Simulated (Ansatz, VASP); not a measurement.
**SnO in VASP and in Ansatz**

```
Sn O
1.0
     3.77648    0.00000    0.00000
     0.00000    3.77648    0.00000
     0.00000    0.00000    4.80354
Sn O
2 2
Direct
  0.00000 0.50000 0.23850
  0.50000 0.00000 0.76150
  0.00000 0.00000 0.00000
  0.50000 0.50000 0.00000
```

Change from the starting cell: volume scaled by 0.98.

Alike in both runs: task single point; functional PBE; k mesh 8 × 8 × 6; occupations fermi-dirac, width 0.01 eV; no spin polarisation.

|  | VASP | Ansatz |
| --- | --- | --- |
| version | VASP 6.6.1 | Ansatz 0.2.0 |
| potentials or method | VASP PAW PBE potentials, release 64 (Sn_d, O), cutoff 520 eV | all-electron LAPW, scalar-relativistic |

Ansatz gave:

| Property | Result |
| --- | --- |
| pressure (GPa) | 6.3 |
| traceless stress, the component that is largest in VASP (GPa) | -1.10 |
| rms of the force components (eV/Å) | 0.269 |

Problem. Estimate VASP's values.

Solution. Pressure (GPa): 6.6; traceless stress, the component that is largest in VASP (GPa): -1.09; rms of the force components (eV/Å): 0.308.

Atom by atom the forces differ by 0.039 eV/Å (rms over components). Ansatz ran all-electron here, and VASP with PAW potentials.
